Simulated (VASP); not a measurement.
Runs of VASP 6.6.1 on Nb. The structure is that of space group Im-3m (No. 229), or close to it. The cells are those of the table. 

```tsv
cell	k mesh	smearing	gap on the mesh (eV)	pressure (GPa)
a = 2.811 Å, angles 109.5°, 1 atom	14 × 14 × 14	methfessel-paxton 0.2 eV	none	0.0
a = 2.811 Å, angles 109.5°, 1 atom	14 × 14 × 14	methfessel-paxton 0.6 eV	none	0.2
a = 2.811 Å, angles 109.5°, 1 atom	4 × 4 × 4	fermi-dirac 0.1 eV	none	5.9
a = 2.811 Å, angles 109.5°, 1 atom	7 × 7 × 7	fermi-dirac 0.1 eV	none	0.1
a = 2.811 Å, angles 109.5°, 1 atom	14 × 14 × 14	fermi-dirac 0.3 eV	none	2.0
a = 2.811 Å, angles 109.5°, 1 atom	2 × 2 × 2	fermi-dirac 0.1 eV	none	(a)
a = 2.773 Å, angles 109.5°, 1 atom	22 × 22 × 22	fermi-dirac 0.1 eV	none	8.7
a = 2.734 Å, angles 109.5°, 1 atom	22 × 22 × 22	fermi-dirac 0.1 eV	none	18.8
a = 2.811 Å, angles 109.5°, 1 atom	14 × 14 × 14	gaussian 0.03 eV	none	0.0
a = 2.811 Å, angles 109.5°, 1 atom	14 × 14 × 14	methfessel-paxton 0.3 eV	none	0.1
a = 2.811 Å, angles 109.5°, 1 atom	14 × 14 × 14	gaussian 1 eV	none	(b)
```

Alike in all rows: task single point; level LDA; potentials or basis VASP PAW LDA potentials, release 64 (Nb_sv); no spin polarisation; cutoff (eV) 520.

**Question.** Estimate the missing entries.

**Answer.** (a) -23.3; (b) 3.1.

Caveats: some runs use coarse meshes.

A k mesh can miss the band edges, and the runs leave out spin-orbit coupling on Nb.

A gap of «none» marks levels without a gap at the run's occupations.
